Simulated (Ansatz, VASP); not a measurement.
One calculation of ZnS, two programs

Contents of INCAR:

```
PREC = Accurate ; ENCUT = 600
EDIFF = 1E-6 ; ISMEAR = 0
SIGMA = 0.1 ; LREAL = False
LASPH = True ; NELM = 60
ALGO = Normal ; ISIF = 3
LWAVE = False ; LCHARG = False
GGA = PE ; IBRION = 2
NSW = 100 ; EDIFFG = -0.01
```

The input KPOINTS:

```
regular mesh
0
Gamma
  16 16 18
```

POSCAR

```
ZnS
1.0
    3.3350733156      0.0000000000      0.0000000000
    0.0000000000      3.3350733156      0.0000000000
    0.0000000000      0.0000000000      2.9263735293
Zn S
1 1
Direct
    0.5000000000      0.5000000000      0.5000000000
    0.0000000000      0.0000000000      0.0000000000
```

Input for Ansatz:

```yaml
crystal:
  lattice:
    - [3.3350733156, 0.0, 0.0]
    - [0.0, 3.3350733156, 0.0]
    - [0.0, 0.0, 2.9263735293]
  atoms:
    - { symbol: Zn, position: [0.5, 0.5, 0.5] }
    - { symbol: S, position: [0.0, 0.0, 0.0] }
basis:
  ecutwfc: 420
kpoints:
  mp_grid: { grid: [16, 16, 18] }
hamiltonian:
  xc: pbe
scf:
  occupations: { method: gaussian, width: 0.1 }
output:
  forces: true
  stress: true
  eigenvalues: true
relax:
  adjacent_minimum: "off"
  f_tol: 0.01
  max_steps: 80
  cell: { stress_tol: 0.05 }
```

Alike in both runs: task relaxation of cell and atoms; functional PBE; k mesh 16 × 16 × 18; occupations gaussian, width 0.1 eV; no spin polarisation.

```csv
,VASP,Ansatz
version,VASP 6.6.1,Ansatz 0.2.0
potentials or method,"VASP PAW PBE potentials, release 64 (Zn, S), cutoff 600 eV","scalar-relativistic, plane waves, PAW"
valence electrons in the cell,18,18
```

```csv
,VASP,Ansatz,Ansatz less VASP
"gap on the k mesh at the Fermi level, each at its own relaxed structure (eV)",none,none,-
relaxed volume (Å³/atom),16.32,16.34,+0.018
relaxed cell length with the largest relative difference (Å),2.981,2.985,+0.0036
```

A gap of «none» marks a metal or a gap that the smearing closes.
